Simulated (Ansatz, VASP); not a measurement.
## One calculation of RbBr, two programs

```
CELL_PARAMETERS angstrom
3.42492 3.42492 0.00000
-3.42492 3.42492 0.00000
0.00000 3.42492 3.42492
ATOMIC_POSITIONS crystal
Rb 0.00000 0.00000 0.00000
Br 0.50000 0.50000 0.00000
```

Change from the starting cell: unstrained.

Alike in both runs: task single point; functional PBEsol; k mesh 6 × 6 × 6; non-collinear spin, spin-orbit coupling.

|  | VASP | Ansatz |
| --- | --- | --- |
| version | VASP 6.6.1 | Ansatz 0.2.0 |
| potentials or method | VASP PAW PBE potentials, release 64 (Rb_sv, Br), cutoff 520 eV | all-electron LAPW |
| occupations | gaussian, width 0.01 eV | fixed |

```csv
,VASP,Ansatz,Ansatz less VASP
pressure (GPa),0.0,0.0,-0.04
```

VASP's potentials were made for PBE, not for PBEsol. Ansatz ran all-electron here, and VASP with PAW potentials.
